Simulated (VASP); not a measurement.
## TiC: single point with PBE

Crystal: TiC.

```xyz
2
Lattice="0.0000 2.1665 2.1665 2.1665 0.0000 2.1665 2.1665 2.1665 0.0000" Properties=species:S:1:pos:R:3 pbc="T T T"
Ti    0.0000    0.0000    0.0000
C     2.1665    2.1665    1.9165
```

This cell differs from its parent crystal: all C atoms moved -0.250 Å, as atom 2 along Cartesian [0 0 1].

```
Program             : VASP 6.6.1
Task                : single point
Functional          : PBE
Potentials or basis : VASP PAW PBE potentials, release 64 (Ti_sv, C)
Cutoff              : 520 eV
k mesh              : 24 × 24 × 24
Occupations         : gaussian, width 0.15 eV
Spin                : no spin polarisation
```

```json
{
 "Pressure": "8.0 GPa",
 "Largest force": "2.655 eV/Å",
 "Band gap on the k mesh": "zero (band 8 reaches 9.74 eV, above the bottom of band 9 at 8.80 eV)"
}
```

Forces in eV/Å, atoms in the order of the input:
```
Ti   0.000  0.000 -2.655
C    0.000  0.000  2.655
```

Stress tensor (GPa, compression positive):
```
 1.04  0.00  0.00
 0.00  1.04  0.00
 0.00  0.00 21.84
```

Levels at points of the mesh, in eV from the Fermi level:
```tsv
k point	band 4	band 5	band 6	band 7	band 8	band 9	band 10	band 11	band 12	band 13
(0.00, 0.00, 0.00)	-32.60	-12.34	-0.37	-0.37	-0.24	0.71	1.73	2.93	2.93	4.12
(0.50, 0.00, 0.00)	-32.66	-8.95	-5.79	-2.85	-2.77	2.80	2.95	4.12	6.74	7.75
(0.50, 0.50, 0.00)	-32.78	-10.04	-3.19	-1.63	-0.04	-0.04	2.74	3.50	3.50	5.20
(0.00, 0.50, 0.50)	-32.77	-10.02	-3.45	-2.63	-0.39	1.21	3.34	3.49	3.50	5.76
```

Wall time 3.2 min on 1 thread of AMD EPYC 9R45 96-Core Processor (Zen 5), with other jobs on the host, peak memory 0.39 GiB.

Caveat: the cell differs from its parent crystal (all C atoms moved -0.250 Å, as atom 2 along Cartesian [0 0 1]); forces of over 1 eV/Å act on the atoms, so gaps and moduli don't describe the material at rest.
